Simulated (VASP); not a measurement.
# HgTe (F-43m) in VASP: further runs

Runs on HgTe. Level: PBEsol. Tasks: single point, relaxation of cell and atoms.

Everything below comes from runs of VASP 6.6.1. Logs are shortened: lines on timing, memory, paths and dates and some standing lists are left out, and cuts for length are marked.

## 1. The cell of the first run

The structure is cubic, space group F-43m (No. 216). Conventional cell: a = 6.475 Å, b = 6.475 Å, c = 6.475 Å, α = 90.00°, β = 90.00°, γ = 90.00°. Hg (site symmetry -43m) has 4 Te at 2.80 Å within 3.7 Å. Within 3.7 Å of Te (site symmetry -43m) lie 4 Hg at 2.80 Å.

## 2. Single point, PBEsol (strained)

INCAR reads:

```
PREC = Accurate
ENCUT = 520
EDIFF = 1E-6
ISMEAR = 0
SIGMA = 0.1
LREAL = F
LASPH = T
NELM = 80
ALGO = Normal
ISIF = 2
LWAVE = F
LCHARG = F
GGA = PS
NBANDS = 16
```

KPOINTS reads:

```
regular mesh
0
Gamma
  12 12 12
```

POSCAR reads:

```
HgTe
1.0
    0.0000000000      3.2373932850      3.2373932850
    3.2373932850      0.0000000000      3.2373932850
    3.2373932850      3.2373932850      0.0000000000
Hg Te
1 1
Direct
    0.0000000000      0.0000000000      0.0000000000
    0.7500000000      0.7500000000      0.7500000000
```

Potentials or basis: VASP PAW PBE potentials, release 64 (Hg, Te).

Started as:

```console
cat potpaw_PBE.64/Hg/POTCAR potpaw_PBE.64/Te/POTCAR > POTCAR
mpirun -np 1 vasp_std > vasp.out
```

OUTCAR:

```text
PREC = Accurate
   ENCUT = 520
   EDIFF = 1E-6
   ISMEAR = 0
   LREAL = F
   LASPH = T
   NELM = 80
   ISIF = 2
   GGA = PS

 ion  position               nearest neighbor table
   1  0.000  0.000  0.000-   2 2.80   2 2.80   2 2.80   2 2.80
   2  0.750  0.750  0.750-   1 2.80   1 2.80   1 2.80   1 2.80

  LATTYP: Found a face centered cubic cell.
 ALAT       =     6.4747865700

  Lattice vectors:

 A1 = (   0.0000000000,   3.2373932850,   3.2373932850)
 A2 = (   3.2373932850,   0.0000000000,   3.2373932850)
 A3 = (   3.2373932850,   3.2373932850,   0.0000000000)

Analysis of symmetry for initial positions (statically):
=====================================================================
 Subroutine PRICEL returns:
 Original cell was already a primitive cell.

 Routine SETGRP: Setting up the symmetry group for a
 face centered cubic supercell.

 Subroutine GETGRP returns: Found 24 space group operations
 (whereof 24 operations were pure point group operations)
 out of a pool of 48 trial point group operations.

The static configuration has the point symmetry T_d .

Analysis of symmetry for dynamics (positions and initial velocities):
=====================================================================
 Subroutine PRICEL returns:
 Original cell was already a primitive cell.

 Routine SETGRP: Setting up the symmetry group for a
 face centered cubic supercell.

 Subroutine GETGRP returns: Found 24 space group operations
 (whereof 24 operations were pure point group operations)
 out of a pool of 48 trial point group operations.

The dynamic configuration has the point symmetry T_d .

 Subroutine INISYM returns: Found 24 space group operations
 (whereof 24 operations are pure point group operations),
 and found     1 'primitive' translations

----------------------------------------------------------------------------------------

                                     Primitive cell

  volume of cell :      67.8604

  direct lattice vectors                    reciprocal lattice vectors
     0.000000000  3.237393285  3.237393285    -0.154445245  0.154445245  0.154445245
     3.237393285  0.000000000  3.237393285     0.154445245 -0.154445245  0.154445245
     3.237393285  3.237393285  0.000000000     0.154445245  0.154445245 -0.154445245

  length of vectors
     4.578365490  4.578365490  4.578365490     0.267507012  0.267507012  0.267507012

  position of ions in fractional coordinates (direct lattice)
     0.000000000  0.000000000  0.000000000
     0.750000000  0.750000000  0.750000000

[... 76 lines left out ...]
   EDIFF  = 0.1E-05   stopping-criterion for ELM
   LREAL  =      F    real-space projection
   EDIFFG = 0.1E-04   stopping-criterion for IOM
   NSW    =      0    number of steps for IOM
   IBRION =     -1    ionic relax: 0-MD 1-quasi-New 2-CG
   NFREE  =      0    steps in history (QN), initial steepest desc. (CG)
   ISIF   =      2    stress and relaxation
   ISYM   =      2    0-nonsym 1-usesym 2-fastsym
   POTIM  = 0.5000    time-step for ionic-motion
   TEBEG  =    0.0;   TEEND  =   0.0 temperature during run
   PSTRESS=    0.0 pullay stress
   NELECT =      18.0000    total number of electrons
   NUPDOWN=      -1.0000    fix difference up-down
   EMIN   =  10.00;   EMAX   =-10.00  energy-range for DOS
   EFERMI =   0.00;   METHOD = LEGACY
   ISMEAR =     0;   SIGMA  =   0.10  broadening in eV -4-tet -1-fermi 0-gaus
   EFERMI_NEDOS =   21; number of points for ismear=-14 and -15
   IALGO  =     38    algorithm
   IMIX   =      4    mixing-type and parameters
     AMIX     =   0.40;   BMIX     =  1.00
     AMIX_MAG =   1.60;   BMIX_MAG =  1.00
  volume/ion in A,a.u.               =      33.93       228.97
  Fermi-wavevector in a.u.,A,eV,Ry     =   1.051865  1.987738 15.053772  1.106421
  Thomas-Fermi vector in A             =   2.186926
   LORBIT       =      0    0 simple, 1 ext, 2 COOP (PROOUT), +10 PAW based schemes
   GGA     = PS    functional components
   LHFCALC =     F    Hartree Fock is set to
   AEXX    =    0.0000 exact exchange contribution
   IVDW    =     0    specifies the selected vdW correction
   LEPSILON=     F    determine dielectric tensor
   LRPA    =     F    only Hartree local field effects (RPA)
 non-spin polarized calculation
 Gauss-broadening in eV      SIGMA  =   0.10
  energy-cutoff  :      520.00
  volume of cell :       67.86
 maximum number of plane-waves:      1853
 NGX is ok and might be reduce to    36
   NGX = 17   NGY = 17   NGZ = 17

 number of electron      18.0000002 magnetization

 Free energy of the ion-electron system (eV)
  ---------------------------------------------------
  ext. energy  EPLUGINS =         0.00000000
  ---------------------------------------------------
  free energy    TOTEN  =        -4.37394167 eV

  energy without entropy =       -4.37378759  energy(sigma->0) =       -4.37386463

 E-fermi :   2.9611     XC(G=0):  -8.9148

 val. band max:        2.8990412888   @ k =   0.0000   0.0000   0.0000
 cond. band min:       3.3053452705   @ k =   0.0833   0.0000   0.0000
 fundamental gap:      0.4063039817
 Fermi energy:         2.9611046039

 k-point     1 :       0.0000    0.0000    0.0000
  band No.  band energies     occupation
      1      -9.0889      2.00000
      2      -4.4170      2.00000
      3      -4.4170      2.00000
      4      -4.4170      2.00000
      5      -3.8871      2.00000
      6      -3.8871      2.00000
[... 433 lines left out ...]
      3      -4.2477      2.00000
      4      -3.9052      2.00000
      5      -3.8764      2.00000
      6      -3.5736      2.00000
[... 8 lines left out ...]
     15      12.1858      0.00000
     16      12.3698      0.00000

 [... further k-points ...]

------------------------ aborting loop because EDIFF is reached ----------------------------------------

  FORCE on cell =-STRESS in cart. coord.  units (eV):
  Direction    XX          YY          ZZ          XY          YZ          ZX
  --------------------------------------------------------------------------------------
  -------------------------------------------------------------------------------------
  Total        0.3449629      0.3449629      0.3449629      0.0000000     -0.0000000      0.0000000
  in kB        8.1445399      8.1445399      8.1445399      0.0000000     -0.0000000      0.0000000
  external PRESSURE =       8.1445399 kB  Pullay stress =       0.0000000 kB

 VOLUME and BASIS-vectors are now :
 -----------------------------------------------------------------------------
  energy-cutoff  :      520.00
  volume of cell :       67.86
      direct lattice vectors                 reciprocal lattice vectors
     0.000000000  3.237393285  3.237393285    -0.154445245  0.154445245  0.154445245
     3.237393285  0.000000000  3.237393285     0.154445245 -0.154445245  0.154445245
     3.237393285  3.237393285  0.000000000     0.154445245  0.154445245 -0.154445245

 POSITION                                       TOTAL-FORCE (eV/Angst)
 -----------------------------------------------------------------------------------
      0.00000      0.00000      0.00000        -0.000000     -0.000000     -0.000000
      4.85609      4.85609      4.85609         0.000000      0.000000      0.000000
 -----------------------------------------------------------------------------------
    total drift:                                0.000000      0.000000      0.000000

  FREE ENERGIE OF THE ION-ELECTRON SYSTEM (eV)
  ---------------------------------------------------
  free  energy   TOTEN  =        -4.3739416698 eV

  energy  without entropy=       -4.3737875941  energy(sigma->0) =       -4.37386463
```

OSZICAR:

```text
N       E                     dE             d eps       ncg     rms          rms(c)
DAV:   1     0.104680832318E+03    0.10468E+03   -0.79873E+03  2304   0.972E+02
DAV:   2    -0.930601462877E+00   -0.10561E+03   -0.98926E+02  2688   0.228E+02
DAV:   3    -0.457523434936E+01   -0.36446E+01   -0.36362E+01  2872   0.438E+01
DAV:   4    -0.460884416691E+01   -0.33610E-01   -0.33608E-01  3416   0.380E+00
DAV:   5    -0.460893381150E+01   -0.89645E-04   -0.89644E-04  3056   0.178E-01    0.758E+00
DAV:   6    -0.438662912814E+01    0.22230E+00   -0.43875E-01  2664   0.910E+00    0.607E+00
DAV:   7    -0.437614239793E+01    0.10487E-01   -0.98745E-02  2720   0.216E+00    0.225E+00
DAV:   8    -0.437416741721E+01    0.19750E-02   -0.10276E-02  2616   0.117E+00    0.565E-01
DAV:   9    -0.437392788692E+01    0.23953E-03   -0.69363E-04  3000   0.304E-01    0.114E-01
DAV:  10    -0.437393610928E+01   -0.82224E-05   -0.76507E-05  2824   0.800E-02    0.492E-02
DAV:  11    -0.437394284156E+01   -0.67323E-05   -0.19117E-05  2904   0.344E-02    0.273E-02
DAV:  12    -0.437394168131E+01    0.11603E-05   -0.30701E-06  2536   0.144E-02    0.144E-02
DAV:  13    -0.437394166979E+01    0.11519E-07   -0.25872E-07  1416   0.306E-03
   1 F= -.43739417E+01 E0= -.43738646E+01  d E =-.154076E-03
```

It took 86 s on 1 thread of Intel Xeon 8259CL, shared host; peak memory 0.26 GiB.

What came out:

* Free energy: -4.3739 eV
* Pressure: 0.8 GPa
* Band gap on the k mesh: zero (filled and empty bands touch)

Caveat: the cell differs from its parent crystal (strained); semilocal functionals underestimate gaps, and a narrow one can read as zero; the PAW data sets were made with another functional, which shifts forces and pressure a little; spin-orbit coupling is left out, which moves the levels of the heavy elements.

## 3. Single point, PBEsol (strained)

INCAR, as its differences from that of step 2:

```diff
@@ -7,3 +7,3 @@
 LASPH = T
-NELM = 80
+NELM = 100
 ALGO = Normal
```

KPOINTS reads:

```
Automatic mesh
0
Gamma
  12 12 12
```

POSCAR reads:

```
HgTe
1.0
    0.0000000000      3.3434464350      3.3434464350
    3.3434464350      0.0000000000      3.3434464350
    3.3434464350      3.3434464350      0.0000000000
Hg Te
1 1
Direct
    0.0000000000      0.0000000000      0.0000000000
    0.7500000000      0.7500000000      0.7500000000
```

Potentials or basis: VASP PAW PBE potentials, release 64 (Hg, Te).

Started as:

```console
cat potpaw_PBE.64/Hg/POTCAR potpaw_PBE.64/Te/POTCAR > POTCAR
mpirun -np 1 vasp_std > vasp.out
```

Wall time 84 s (1 thread of Intel Xeon 8259CL, shared host); peak memory 0.26 GiB.

The run converged. Its results:

```
Free energy            : -4.3275 eV
Pressure               : -2.7 GPa
Band gap on the k mesh : zero (filled and empty bands touch)
```

Levels at points of the mesh, in eV from the Fermi level:
| k point | band 5 | band 6 | band 7 | band 8 | band 9 | band 10 | band 11 | band 12 | band 13 | band 14 |
| --- | --- | --- | --- | --- | --- | --- | --- | --- | --- | --- |
| (0.00, 0.00, 0.00) | -6.45 | -6.45 | -1.10 | -0.07 | -0.07 | -0.07 | 4.27 | 4.27 | 4.27 | 6.27 |
| (0.50, 0.00, 0.00) | -6.44 | -6.21 | -4.97 | -0.88 | -0.88 | 0.56 | 5.00 | 5.00 | 6.58 | 7.53 |
| (0.50, 0.50, 0.00) | -6.40 | -6.11 | -5.01 | -1.96 | -1.96 | 1.79 | 2.57 | 7.68 | 8.32 | 8.32 |

Caveat: the cell differs from its parent crystal (strained); semilocal functionals underestimate gaps, and a narrow one can read as zero; the PAW data sets were made with another functional, which shifts forces and pressure a little; spin-orbit coupling is left out, which moves the levels of the heavy elements.

## 4. Single point, PBEsol

This run uses another cell than the first one, of 23.84 Å³/atom.

INCAR reads:

```
PREC = Accurate ; ENCUT = 520
EDIFF = 1E-7 ; ISMEAR = -1
SIGMA = 0.15 ; LREAL = False
LASPH = True ; NELM = 80
ALGO = Normal ; ISIF = 2
LWAVE = False ; LCHARG = False
GGA = PS ; NBANDS = 16
```

KPOINTS reads:

```
regular mesh
0
Gamma
  12 12 12
```

POSCAR reads:

```
HgTe
1.0
    0.0000000000      2.8782204157      2.8782204157
    2.8782204157      0.0000000000      2.8782204157
    2.8782204157      2.8782204157      0.0000000000
Hg Te
1 1
Direct
    0.0000000000      0.0000000000      0.0000000000
    0.7500000000      0.7500000000      0.7500000000
```

Started as:

```console
cat potpaw_PBE.64/Hg/POTCAR potpaw_PBE.64/Te/POTCAR > POTCAR
mpirun -np 1 vasp_std > vasp.out
```

Wall time 74 s (1 thread of Intel Xeon 8259CL, shared host); peak memory 0.21 GiB.

The run converged. Its results:

```yaml
Free_energy: -2.5037 eV
Pressure: 40.6 GPa
Band_gap_on_the_k_mesh: 0.11 eV
```

Levels at points of the mesh, in eV from the valence-band top:
```tsv
k point	band 5	band 6	band 7	band 8	band 9	band 10	band 11	band 12	band 13	band 14
(0.00, 0.00, 0.00)	-9.13	-9.13	0.00	0.00	0.00	0.11	3.26	3.26	3.26	5.85
(0.50, 0.00, 0.00)	-9.09	-8.70	-8.35	-1.94	-1.94	0.57	4.41	4.41	5.79	9.01
(0.50, 0.50, 0.00)	-9.01	-8.23	-7.75	-4.25	-4.25	1.20	1.31	9.73	10.14	10.17
```

Caveat: the cell stands under pressure; the smearing spreads over this small gap; the PAW data sets were made with another functional, which shifts forces and pressure a little; spin-orbit coupling is left out, which moves the levels of the heavy elements. A k mesh can miss the band edges.

(Continued in part 2 of 2.)

The gap in the log of VASP goes by the Fermi energy; the results here count the filled bands.